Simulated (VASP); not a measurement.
Si4IrPd, 6 atoms in the cell. Symmetry: P4/mmm, No. 123, tetragonal system. The conventional cell has a = 4.084 Å, b = 4.084 Å, c = 5.703 Å, α = 90.00°, β = 90.00°, γ = 90.00°. Si (site symmetry 2mm) has 2 Ir at 2.48 Å and 2 Pd at 2.50 Å and 6 Si at 2.81 to 2.89 Å within 3.3 Å. Pd (site symmetry 4/mmm) has 8 Si at 2.50 Å within 3.3 Å. Within 3.3 Å of Ir (site symmetry 4/mmm) lie 8 Si at 2.48 Å. 

```yaml
Program: VASP 6.6.1
Task: single point
Functional: PBE
Potentials_or_basis: VASP PAW PBE potentials, release 64 (Si, Pd, Ir)
Cutoff: 520 eV
k_mesh: 8 × 8 × 6
Occupations: gaussian, width 0.1 eV
Spin: no spin polarisation
Dipole_correction: no
Further_INCAR_settings: ALGO = Normal; EDIFF = 1e-06; NBANDS = 26
```

Potentials or basis: VASP PAW PBE potentials, release 64 (Si, Pd, Ir).

Run with:

```sh
$ cat potpaw_PBE.64/Si/POTCAR potpaw_PBE.64/Pd/POTCAR potpaw_PBE.64/Ir/POTCAR > POTCAR
$ mpirun -np 1 vasp_std > vasp.out
```

Hardware: 1 thread of Intel Xeon 8259CL, on a shared host.

Problem. Estimate the wall time of this run.

Solution. Run time: 3.7 min on 1 thread of Intel Xeon 8259CL (shared host), peak memory 0.29 GiB. Counts: scf iterations 15, k points 60.
